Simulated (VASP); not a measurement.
Set up this calculation in VASP 6.6.1, as the native input.

```yaml
Task: single point
Functional: r2SCAN
Potentials_or_basis: VASP PAW PBE potentials, release 64 (N, B, As)
Cutoff: 520 eV
k_mesh: 8 × 8 × 8
Occupations: fermi-dirac, width 0.02 eV
Spin: no spin polarisation
Dipole_correction: no
Further_INCAR_settings: ALGO = Normal; EDIFF = 1e-07; NBANDS = 26
```

The system is B2AsN.

```
N B As
1.0
    -2.12115    2.12115    4.15339
     2.12115   -2.12115    4.15339
     2.12115    2.12115   -4.15339
N B As
2 4 2
Direct
  0.00000 0.00000 0.00000
  0.25000 0.75000 0.50000
  0.62500 0.70013 0.57513
  0.95013 0.37500 0.07513
  0.12500 0.04987 0.42487
  0.29987 0.87500 0.92487
  0.50000 0.50000 0.00000
  0.75000 0.25000 0.50000
```

One way to write it, as run:

POSCAR

```
B2AsN
1.0
   -2.1211533955      2.1211533955      4.1533937131
    2.1211533955     -2.1211533955      4.1533937131
    2.1211533955      2.1211533955     -4.1533937131
N B As
2 4 2
Direct
    0.0000000000      0.0000000000      0.0000000000
    0.2500000000      0.7500000000      0.5000000000
    0.6250000000      0.7001349977      0.5751349977
    0.9501349977      0.3750000000      0.0751349977
    0.1250000000      0.0498650023      0.4248650023
    0.2998650023      0.8750000000     -0.0751349977
    0.5000000000      0.5000000000      0.0000000000
    0.7500000000      0.2500000000      0.5000000000
```

INCAR.step1

```
SYSTEM = B2AsN
  PREC = Accurate
  ENCUT = 520
  ISMEAR = -1
  SIGMA = 0.02
  LREAL = .False.
  LASPH = .True.
  NELM = 60
  NBANDS = 26
  GGA = PE
  ALGO = Normal
  EDIFF = 1E-4
  LWAVE = .True.
  LCHARG = .False.
```

INCAR.step2

```
SYSTEM = B2AsN
  PREC = Accurate
  ENCUT = 520
  EDIFF = 1E-7
  ISMEAR = -1
  SIGMA = 0.02
  LREAL = .False.
  LASPH = .True.
  NELM = 60
  ALGO = Normal
  ISIF = 2
  LWAVE = .False.
  LCHARG = .False.
  METAGGA = R2SCAN
  LMIXTAU = .True.
  NBANDS = 26
  ISTART = 1
```

KPOINTS

```
Automatic mesh
0
Gamma
  8 8 8
  0 0 0
```

Potentials or basis: VASP PAW PBE potentials, release 64 (N, B, As).

The run is started by

```console
$ cat potpaw_PBE.64/N/POTCAR potpaw_PBE.64/B/POTCAR potpaw_PBE.64/As/POTCAR > POTCAR
$ cp INCAR.step1 INCAR
$ mpirun -np 1 vasp_std > vasp.out
$ cp INCAR.step2 INCAR
$ mpirun -np 1 vasp_std > vasp.out
```

It gave:

| Item | Value |
| --- | --- |
| Pressure | 0.6 GPa |
| Largest force | 0.032 eV/Å |
| Band gap on the k mesh | 2.41 eV, indirect (least direct gap 2.45 eV) |

Caveat: the PAW data sets were made with another functional, which shifts forces and pressure a little.

Run time: 18 min on 1 thread of AMD EPYC 7R43 64-Core Processor (Zen 3), with other jobs on the host, peak memory 0.28 GiB.
